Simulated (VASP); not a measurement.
A run of VASP 6.6.1:

Contents of INCAR:

```
  PREC = Accurate
  ENCUT = 520
  EDIFF = 1E-7
  ISMEAR = 0
  SIGMA = 0.1
  LREAL = F
  LASPH = T
  NELM = 150
  ALGO = Normal
  ISIF = 2
  LWAVE = F
  LCHARG = F
  ISPIN = 2
  MAGMOM = 0 1 0 0 0
  LORBIT = 11
  LMAXMIX = 4
  GGA = PE
  NBANDS = 32
```

File KPOINTS:

```
regular mesh
0
Gamma
  6 6 4
```

File POSCAR:

```
SrTiO3
1.0
    4.1469102872      0.0000000000      0.0000000000
   -2.0734551436      3.5913296559      0.0000000000
    0.0000000000      0.0000000000      6.5230623246
Sr Ti O
1 1 3
Direct
    0.0000000000      0.0000000000      0.0000000000
    0.0000000000      0.0000000000      0.5000000000
    0.5000000000      0.0000000000      0.5000000000
    0.0000000000      0.5000000000      0.5000000000
    0.5000000000      0.5000000000      0.5000000000
```

Potentials or basis: VASP PAW PBE potentials, release 64 (Sr_sv, Ti_sv, O).

Run with:

```bash
$ cat potpaw_PBE.64/Sr_sv/POTCAR potpaw_PBE.64/Ti_sv/POTCAR potpaw_PBE.64/O/POTCAR > POTCAR
$ mpirun -np 1 vasp_std > vasp.out
```

Hardware: 1 thread of Intel(R) Xeon(R) Platinum 8375C CPU @ 2.90GHz (Ice Lake) (shared host).

Estimate the wall time of this run.

Wall time 14 min on 1 thread of Intel(R) Xeon(R) Platinum 8375C CPU @ 2.90GHz (Ice Lake) (shared host), peak memory 0.33 GiB. Counts: scf iterations 78, k points 21.
